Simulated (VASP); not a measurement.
# LuAsBr6 (P1) in VASP: single point with PBEsol

Aim: the single point of LuAsBr6 with PBEsol.

Everything below comes from runs of VASP 6.6.1. Logs are shortened: lines on timing, memory, paths and dates and some standing lists are left out, and cuts for length are marked.

## 1. The cell of the first run

The typed cell holds 8 atoms: a = 7.160 Å, b = 7.161 Å, c = 7.160 Å, α = 55.31°, β = 55.31°, γ = 55.32°.

## 2. Single point, PBEsol

File INCAR:

```
SYSTEM = LuAsBr6
PREC = Accurate ; ENCUT = 510
EDIFF = 1E-6 ; ISMEAR = -1
SIGMA = 0.05 ; LREAL = .FALSE.
LASPH = .TRUE. ; NELM = 120
ALGO = Normal ; ISIF = 2
LWAVE = .FALSE. ; LCHARG = .FALSE.
GGA = PS ; NBANDS = 51
GGA_COMPAT = .FALSE.
```

File KPOINTS:

```
regular mesh
0
G
  4 4 4
  0 0 0
```

File POSCAR:

```
LuAsBr6
1.0
    3.3234277566      1.9189786966      6.0447506086
   -3.3242899703      1.9192018839      6.0451533171
   -0.0002373948     -3.8373688537      6.0446922105
Lu As Br
1 1 6
Direct
    0.4939893090      0.5040730802      0.5075799139
   -0.0059314968      0.0041611125      0.0074954804
    0.5796085282      0.9279072041      0.2516319950
    0.9179623902      0.2482386142      0.5930337138
    0.7499604238      0.4185029805      0.0836688659
    0.0701539985      0.7599879905      0.4220019830
    0.4084987914      0.0802372574      0.7634208267
    0.2382965789      0.5896687861      0.9313889159
```

Potentials or basis: VASP PAW PBE potentials, release 64 (Lu, As_d, Br).

Run with:

```console
$ cat potpaw_PBE.64/Lu/POTCAR potpaw_PBE.64/As_d/POTCAR potpaw_PBE.64/Br/POTCAR > POTCAR
$ mpirun -np 1 vasp_std > vasp.out
```

OUTCAR:

```text
SYSTEM = LuAsBr6
   PREC = Accurate
   ENCUT = 510
   EDIFF = 1E-6
   ISMEAR = -1
   LREAL = .FALSE.
   LASPH = .TRUE.
   NELM = 120
   ISIF = 2
   GGA = PS

 ion  position               nearest neighbor table
   1  0.494  0.504  0.508-   8 2.73   7 2.73   6 2.73   5 2.73   3 2.73   4 2.73
   2  0.994  0.004  0.007-   7 2.65   5 2.65   4 2.65   6 2.65   8 2.65   3 2.65
   3  0.580  0.928  0.252-   2 2.65   1 2.73
   4  0.918  0.248  0.593-   2 2.65   1 2.73
   5  0.750  0.419  0.084-   2 2.65   1 2.73
   6  0.070  0.760  0.422-   2 2.65   1 2.73
   7  0.408  0.080  0.763-   2 2.65   1 2.73
   8  0.238  0.590  0.931-   2 2.65   1 2.73

  LATTYP: Found a base centered monoclinic cell.
 ALAT       =    55.4380106029
 B/A-ratio  =     0.1199126316
 C/A-ratio  =     0.2975823541
 COS(beta)  =    -0.9971006593

  Lattice vectors:

 A1 = (  -3.3239652100,  24.9442267329, -12.0884038097)
 A2 = (   3.3237525169,  24.9440035456, -12.0888065182)
 A3 = (   0.0001500293, -15.3502871416,   6.0441727058)

Analysis of symmetry for initial positions (statically):
=====================================================================
 Subroutine PRICEL returns:
 Original cell was already a primitive cell.

 Routine SETGRP: Setting up the symmetry group for a
 base centered monoclinic supercell.

 Subroutine GETGRP returns: Found  1 space group operations
 (whereof  1 operations were pure point group operations)
 out of a pool of  4 trial point group operations.

The static configuration has the point symmetry C_1 .

Analysis of symmetry for dynamics (positions and initial velocities):
=====================================================================
 Subroutine PRICEL returns:
 Original cell was already a primitive cell.

 Routine SETGRP: Setting up the symmetry group for a
 base centered monoclinic supercell.

 Subroutine GETGRP returns: Found  1 space group operations
 (whereof  1 operations were pure point group operations)
 out of a pool of  4 trial point group operations.

The dynamic configuration has the point symmetry C_1 .

 Subroutine INISYM returns: Found  1 space group operations
 (whereof  1 operations are pure point group operations),
 and found     1 'primitive' translations

----------------------------------------------------------------------------------------

                                     Primitive cell

  volume of cell :     231.3208

  direct lattice vectors                    reciprocal lattice vectors
     3.323427757  1.918978697  6.044750609     0.150433823  0.086861524  0.055148452
    -3.324289970  1.919201884  6.045153317    -0.150421311  0.086851401  0.055130210
    -0.000237395 -3.837368854  6.044692211    -0.000002491 -0.173720390  0.055150994

  length of vectors
     7.160074107  7.160874130  7.159867575     0.182254249  0.182233577  0.182264659

  position of ions in fractional coordinates (direct lattice)
     0.493989309  0.504073080  0.507579914
     0.994068503  0.004161113  0.007495480
     0.579608528  0.927907204  0.251631995
     0.917962390  0.248238614  0.593033714
     0.749960424  0.418502981  0.083668866
     0.070153998  0.759987991  0.422001983
     0.408498791  0.080237257  0.763420827
     0.238296579  0.589668786  0.931388916

  ion indices of the primitive-cell ions
   primitive index   ion index
                 1           1
                 2           2
                 3           3
                 4           4
                 5           5
                 6           6
                 7           7
                 8           8

----------------------------------------------------------------------------------------

 KPOINTS: regular mesh

Automatic generation of k-mesh.
 Grid dimensions read from file:
 generate k-points for:    4    4    4

 Generating k-lattice:

  Cartesian coordinates                     Fractional coordinates (reciprocal lattice)
     0.037608456  0.021715381  0.013787113     0.250000000  0.000000000  0.000000000
    -0.037605328  0.021712850  0.013782553     0.000000000  0.250000000 -0.000000000
    -0.000000623 -0.043430097  0.013787749     0.000000000 -0.000000000  0.250000000

  Length of vectors
     0.045563562  0.045558394  0.045566165

  Shift w.r.t. Gamma in fractional coordinates (k-lattice)
     0.000000000  0.000000000  0.000000000

 Subroutine IBZKPT returns following result:
 ===========================================

 Found     36 irreducible k-points:

 Following reciprocal coordinates:
            Coordinates               Weight
  0.000000  0.000000  0.000000      1.000000
  0.250000 -0.000000  0.000000      2.000000
  0.500000 -0.000000  0.000000      1.000000
  0.000000  0.250000  0.000000      2.000000
  0.250000  0.250000 -0.000000      2.000000
  0.500000  0.250000  0.000000      2.000000
[... 16 lines left out ...]
 -0.000000 -0.250000  0.250000      2.000000
  0.250000 -0.250000  0.250000      2.000000
 [... further k-points ...]
   k-points           NKPTS =     36   k-points in BZ     NKDIM =     36   number of bands    NBANDS=     51
   number of dos      NEDOS =    301   number of ions     NIONS =      8
   total plane-waves  NPLWV = 157464
   dimension x,y,z NGX =    54 NGY =   54 NGZ =   54
   dimension x,y,z NGXF=   108 NGYF=  108 NGZF=  108
   ions per type =               1   1   6
   NGX,Y,Z   is equivalent  to a cutoff of  12.54, 12.54, 12.54 a.u.
   NGXF,Y,Z  is equivalent  to a cutoff of  25.08, 25.07, 25.08 a.u.
 SYSTEM =  LuAsBr6
   PREC   = accura    normal or accurate (medium, high low for compatibility)
   ISTART =      0    job   : 0-new  1-cont  2-samecut
   ICHARG =      2    charge: 1-file 2-atom 10-const
   ISPIN  =      1    spin polarized calculation?
   LNONCOLLINEAR =      F non collinear calculations
   LSORBIT =      F    spin-orbit coupling
   LASPH  =      T    aspherical Exc in radial PAW
   ENCUT  =  510.0 eV  37.48 Ry    6.12 a.u.  13.18 13.19 13.18*2*pi/ulx,y,z
   NELM   =    120;   NELMIN=  2; NELMDL= -5     # of ELM steps
   EDIFF  = 0.1E-05   stopping-criterion for ELM
   LREAL  =      F    real-space projection
   EDIFFG = 0.1E-04   stopping-criterion for IOM
   NSW    =      0    number of steps for IOM
   IBRION =     -1    ionic relax: 0-MD 1-quasi-New 2-CG
   NFREE  =      0    steps in history (QN), initial steepest desc. (CG)
   ISIF   =      2    stress and relaxation
   ISYM   =      2    0-nonsym 1-usesym 2-fastsym
   POTIM  = 0.5000    time-step for ionic-motion
   TEBEG  =    0.0;   TEEND  =   0.0 temperature during run
   PSTRESS=    0.0 pullay stress
   NELECT =      82.0000    total number of electrons
   NUPDOWN=      -1.0000    fix difference up-down
   EMIN   =  10.00;   EMAX   =-10.00  energy-range for DOS
   EFERMI =   0.00;   METHOD = LEGACY
   ISMEAR =    -1;   SIGMA  =   0.05  broadening in eV -4-tet -1-fermi 0-gaus
   EFERMI_NEDOS =   21; number of points for ismear=-14 and -15
   IALGO  =     38    algorithm
   IMIX   =      4    mixing-type and parameters
     AMIX     =   0.40;   BMIX     =  1.00
     AMIX_MAG =   1.60;   BMIX_MAG =  1.00
  volume/ion in A,a.u.               =      28.92       195.13
  Fermi-wavevector in a.u.,A,eV,Ry     =   1.158621  2.189475 18.264483  1.342402
  Thomas-Fermi vector in A             =   2.295221
   LORBIT       =      0    0 simple, 1 ext, 2 COOP (PROOUT), +10 PAW based schemes
   GGA     = PS    functional components
   LHFCALC =     F    Hartree Fock is set to
   AEXX    =    0.0000 exact exchange contribution
   IVDW    =     0    specifies the selected vdW correction
   LEPSILON=     F    determine dielectric tensor
   LRPA    =     F    only Hartree local field effects (RPA)
 non-spin polarized calculation
  energy-cutoff  :      510.00
  volume of cell :      231.32
 maximum number of plane-waves:      6071
 NGX is ok and might be reduce to    54
   NGX = 27   NGY = 27   NGZ = 27

 number of electron      82.0000008 magnetization

 Free energy of the ion-electron system (eV)
  ---------------------------------------------------
  ext. energy  EPLUGINS =         0.00000000
  ---------------------------------------------------
  free energy    TOTEN  =       -29.47188838 eV

  energy without entropy =      -29.47188838  energy(sigma->0) =      -29.47188838

 E-fermi :   1.5012     XC(G=0):  -9.0261

 val. band max:        0.3215958272   @ k =   0.0000   0.0000   0.0000
 cond. band min:       2.6387700140   @ k =   0.0000  -0.0000   0.5000
 fundamental gap:      2.3171741868
 Fermi energy:         1.5012183240

 k-point     1 :       0.0000    0.0000    0.0000
  band No.  band energies     occupation
      1     -54.8353      2.00000
      2     -35.6627      2.00000
      3     -35.6627      2.00000
      4     -35.6587      2.00000
      5     -35.6587      2.00000
      6     -35.6566      2.00000
[... 43 lines left out ...]
     50       6.6289      0.00000
     51       7.8118      0.00000

 k-point     2 :       0.2500   -0.0000    0.0000
  band No.  band energies     occupation
      1     -54.8353      2.00000
      2     -35.6627      2.00000
      3     -35.6627      2.00000
      4     -35.6587      2.00000
      5     -35.6587      2.00000
      6     -35.6566      2.00000
[... 43 lines left out ...]
     50       6.9308      0.00000
     51       8.0634      0.00000

 k-point     3 :       0.5000   -0.0000    0.0000
  band No.  band energies     occupation
      1     -54.8353      2.00000
      2     -35.6627      2.00000
      3     -35.6627      2.00000
      4     -35.6587      2.00000
      5     -35.6587      2.00000
      6     -35.6566      2.00000
[... 43 lines left out ...]
     50       7.5181      0.00000
     51       8.0743      0.00000
[... 1027 lines left out ...]
 k-point    23 :      -0.0000   -0.2500    0.2500
  band No.  band energies     occupation
      1     -54.8353      2.00000
      2     -35.6627      2.00000
      3     -35.6627      2.00000
      4     -35.6587      2.00000
      5     -35.6587      2.00000
      6     -35.6566      2.00000
[... 43 lines left out ...]
     50       7.5820      0.00000
     51       7.8779      0.00000

 k-point    24 :       0.2500   -0.2500    0.2500
  band No.  band energies     occupation
      1     -54.8353      2.00000
      2     -35.6627      2.00000
      3     -35.6627      2.00000
      4     -35.6587      2.00000
      5     -35.6587      2.00000
      6     -35.6566      2.00000
[... 43 lines left out ...]
     50       7.2872      0.00000
     51       7.9840      0.00000

 [... further k-points ...]

------------------------ aborting loop because EDIFF is reached ----------------------------------------

  FORCE on cell =-STRESS in cart. coord.  units (eV):
  Direction    XX          YY          ZZ          XY          YZ          ZX
  --------------------------------------------------------------------------------------
  -------------------------------------------------------------------------------------
  Total        0.0826878      0.0871118      0.0853099     -0.0002259     -0.0021983      0.0015187
  in kB        0.5727137      0.6033547      0.5908744     -0.0015644     -0.0152257      0.0105191
  external PRESSURE =       0.5889810 kB  Pullay stress =       0.0000000 kB

 VOLUME and BASIS-vectors are now :
 -----------------------------------------------------------------------------
  energy-cutoff  :      510.00
  volume of cell :      231.32
      direct lattice vectors                 reciprocal lattice vectors
     3.323427757  1.918978697  6.044750609     0.150433823  0.086861524  0.055148452
    -3.324289970  1.919201884  6.045153317    -0.150421311  0.086851401  0.055130210
    -0.000237395 -3.837368854  6.044692211    -0.000002491 -0.173720390  0.055150994

 POSITION                                       TOTAL-FORCE (eV/Angst)
 -----------------------------------------------------------------------------------
     -0.03407     -0.03240      9.10141        -0.000021      0.001420      0.002187
      3.28988      1.88682      6.07936        -0.000285     -0.000188     -0.002955
     -1.15841      1.92749     10.63397        -0.010481      0.007295      0.006954
      2.22542     -0.03772     10.63420         0.011271      0.005749      0.006129
      1.10119      1.92128      7.56899         0.000454      0.013313     -0.006066
     -2.29337     -0.02618      7.56918        -0.011612     -0.006838     -0.005889
      1.09070     -1.99164      7.56896         0.011844     -0.007106     -0.006451
     -1.16849     -1.98510     10.63504        -0.001170     -0.013646      0.006091
 -----------------------------------------------------------------------------------
    total drift:                                0.000219      0.001047     -0.000724

  FREE ENERGIE OF THE ION-ELECTRON SYSTEM (eV)
  ---------------------------------------------------
  free  energy   TOTEN  =       -29.4718883846 eV

  energy  without entropy=      -29.4718883846  energy(sigma->0) =      -29.47188838
```

Run time: 11 min. Hardware: 1 thread of Intel Xeon Platinum 8375C at 2.90GHz (Ice Lake), shared host; peak memory 0.66 GiB.

What came out:

- Free energy: -29.4719 eV
- Pressure: 0.1 GPa
- Largest force: 0.015 eV/Å
- Band gap on the k mesh: 2.32 eV (least direct gap 2.46 eV)

Forces in eV/Å, atoms in the order of the input:
```
Lu   0.000  0.001  0.002
As   0.000  0.000 -0.003
Br  -0.010  0.007  0.007
Br   0.011  0.006  0.006
Br   0.000  0.013 -0.006
Br  -0.012 -0.007 -0.006
Br   0.012 -0.007 -0.006
Br  -0.001 -0.014  0.006
```

Caveat: the PAW data sets were made with another functional, which shifts forces and pressure a little; spin-orbit coupling is left out, which moves the levels of the heavy elements.
